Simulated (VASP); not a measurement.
The system is NaGeF3.

```
Na Ge F
1.0
     4.34764    0.00000    0.00000
     0.00000    4.34764    0.00000
     0.00000    0.00000    4.34764
Na Ge F
1 1 3
Direct
  0.00000 0.00000 0.00000
  0.50000 0.50000 0.50000
  0.50000 0.50000 0.00000
  0.50000 0.00000 0.50000
  0.00000 0.50000 0.50000
```

Base run:

```yaml
Program: VASP 6.6.1
Functional: PBE
Potentials_or_basis: VASP PAW PBE potentials, release 64 (Na_pv, Ge_d, F)
Cutoff: 520 eV
k_mesh: 6 × 6 × 6
Occupations: fermi-dirac, width 0.02 eV
Spin: no spin polarisation
```

Its results: band gap on the k mesh 1.30 eV, indirect (least direct gap 1.90 eV); pressure 2.0 GPa.

Problem. The run is repeated on the same cell with these changes: functional from PBE to r2SCAN; occupations from fermi-dirac, width 0.02 eV to gaussian, width 0.01 eV. What comes out?

Solution. Band gap on the k mesh 1.69 eV, indirect (least direct gap 2.15 eV); pressure -0.2 GPa.

Caveats: the PAW data sets were made with another functional, which shifts forces and pressure a little (some runs).

A k mesh can miss the band edges.
